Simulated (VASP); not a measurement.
Set up this calculation in VASP 6.6.1, as the native input.

```
Task                   : single point
Functional             : r2SCAN
Potentials or basis    : VASP PAW PBE potentials, release 64 (In_d, P)
Cutoff                 : 520 eV
k mesh                 : 8 × 8 × 8
Occupations            : gaussian, width 0.01 eV
Spin                   : no spin polarisation
Dipole correction      : no
Further INCAR settings : ALGO = Normal; EDIFF = 1e-07; NBANDS = 16
```

Crystal: InP.

```xyz
2
Lattice="0.0000 2.9242 2.9849 2.9242 0.0000 2.9849 2.9242 2.9242 0.0000" Properties=species:S:1:pos:R:3 pbc="T T T"
In    0.0000    0.0000    0.0000
P     1.4621    1.4621    1.4925
```

This cell differs from its parent crystal: epitaxial xy strain -1.0%.

One way to write it, as run:

POSCAR

```
InP
1.0
    0.0000000000      2.9242497585      2.9849027061
    2.9242497585      0.0000000000      2.9849027061
    2.9242497585      2.9242497585      0.0000000000
In P
1 1
Direct
    0.0000000000      0.0000000000      0.0000000000
    0.2500000000      0.2500000000      0.2500000000
```

INCAR.step1

```
SYSTEM = InP
ALGO = Normal ; EDIFF = 1E-4
ENCUT = 520 ; GGA = PE
ISMEAR = 0 ; LASPH = .True.
LCHARG = .False. ; LREAL = .False.
LWAVE = .True. ; NBANDS = 16
NELM = 100 ; PREC = Accurate
SIGMA = 0.01
```

INCAR.step2

```
SYSTEM = InP
ALGO = Normal ; EDIFF = 1E-7
ENCUT = 520 ; ISIF = 2
ISMEAR = 0 ; ISTART = 1
LASPH = .True. ; LCHARG = .True.
LELF = .True. ; LMIXTAU = .True.
LREAL = .False. ; LVHAR = .True.
LWAVE = .False. ; METAGGA = R2SCAN
NBANDS = 16 ; NELM = 100
PREC = Accurate ; SIGMA = 0.01
```

KPOINTS

```
k-points
0
Gamma
  8 8 8
  0 0 0
```

Potentials or basis: VASP PAW PBE potentials, release 64 (In_d, P).

Launch:

```sh
$ cat potpaw_PBE.64/In_d/POTCAR potpaw_PBE.64/P/POTCAR > POTCAR
$ cp INCAR.step1 INCAR
$ mpirun -np 1 vasp_std > vasp.out
$ cp INCAR.step2 INCAR
$ mpirun -np 1 vasp_std > vasp.out
```

It gave:

| Property | Result |
| --- | --- |
| Pressure | 0.5 GPa |
| Band gap on the k mesh | 1.05 eV |

Caveat: the cell differs from its parent crystal (epitaxial xy strain -1.0%); the PAW data sets were made with another functional, which shifts forces and pressure a little; spin-orbit coupling is left out, which moves the levels of the heavy elements.

Run time: 66 s on 1 thread of Intel(R) Xeon(R) 6975P-C (Granite Rapids) (shared host), peak memory 0.21 GiB.
